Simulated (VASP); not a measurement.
Wanted: the native input for a VASP 6.6.1 run.

```yaml
Task: single point
Functional: LDA
Potentials_or_basis: VASP PAW LDA potentials, release 64 (Sb, Au)
Cutoff: 520 eV
k_mesh: 10 × 10 × 10
Occupations: fermi-dirac, width 0.05 eV
Spin: no spin polarisation
Dipole_correction: no
Further_INCAR_settings: ALGO = Normal; EDIFF = 1e-06; NBANDS = 21
```

The structure of Sb3Au lies in POSCAR:

```
Sb3Au
1.0
   -3.0800045876      3.0800045876      3.0800045876
    3.0800045876     -3.0800045876      3.0800045876
    3.0800045876      3.0800045876     -3.0800045876
Sb Au
3 1
Direct
    0.0000000000      0.5000000000      0.5000000000
    0.5000000000      0.0000000000      0.5000000000
    0.5000000000      0.5000000000      0.0000000000
    0.0000000000      0.0000000000      0.0000000000
```

These files were run (other wordings do the same):

INCAR

```
  PREC = Accurate
  ENCUT = 520
  EDIFF = 1E-6
  ISMEAR = -1
  SIGMA = 0.05
  LREAL = False
  LASPH = True
  NELM = 80
  ALGO = Normal
  ISIF = 2
  LWAVE = False
  LCHARG = False
  GGA = CA
  NBANDS = 21
```

KPOINTS

```
regular mesh
0
Gamma
  10 10 10
```

Potentials or basis: VASP PAW LDA potentials, release 64 (Sb, Au).

Command:

```sh
$ cat potpaw_LDA.64/Sb/POTCAR potpaw_LDA.64/Au/POTCAR > POTCAR
$ mpirun -np 1 vasp_std > vasp.out
```

Results of the run:

| Item | Value |
| --- | --- |
| Pressure | -9.2 GPa |
| Band gap on the k mesh | zero (bands 13 and 14 overlap by 2.53 eV) |

Caveat: the cell stands under tension; spin-orbit coupling is left out, which moves the levels of the heavy elements.

It took 50 s on 1 thread of Intel(R) Xeon(R) 6975P-C (Granite Rapids), on a shared host, peak memory 0.27 GiB.
